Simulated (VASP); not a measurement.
## Ca: single point with PBEsol

Crystal: Ca.

```
Ca
1.0
     0.00000    4.20485    4.20485
     4.20485    0.00000    4.20485
     4.20485    4.20485    0.00000
Ca
2
Direct
  0.12500 0.12500 0.12500
  0.87500 0.87500 0.87500
```

This isn't the form of Ca at room conditions, which is fcc.

- Program: VASP 6.6.1
- Task: single point
- Functional: PBEsol
- Potentials or basis: VASP PAW PBE potentials, release 64 (Ca_sv)
- Cutoff: 520 eV
- k mesh: 8 × 8 × 8
- Occupations: fermi-dirac, width 0.1 eV
- Spin: no spin polarisation
- Dipole correction: no
- Further INCAR settings: ALGO = Normal; EDIFF = 1e-06; NBANDS = 17

| Quantity | Value |
| --- | --- |
| Pressure | 0.0 GPa |
| Band gap on the k mesh | zero (bands 10 and 11 overlap by 0.85 eV) |

Levels at points of the mesh, in eV from the Fermi level:
| k point | band 7 | band 8 | band 9 | band 10 | band 11 | band 12 | band 13 | band 14 |
| --- | --- | --- | --- | --- | --- | --- | --- | --- |
| (0.00, 0.00, 0.00) | -23.90 | -23.90 | -3.06 | 0.66 | 0.66 | 0.66 | 0.87 | 0.87 |
| (0.50, 0.00, 0.00) | -23.90 | -23.90 | -1.87 | -0.88 | 0.74 | 0.74 | 0.75 | 0.85 |
| (0.50, 0.50, 0.00) | -23.89 | -23.89 | -1.03 | -1.03 | 0.19 | 0.19 | 0.85 | 0.85 |

It took 36 s on 1 thread of Intel(R) Xeon(R) 6975P-C (Granite Rapids), on a shared host, peak memory 0.33 GiB.

Caveat: the PAW data sets were made with another functional, which shifts forces and pressure a little.
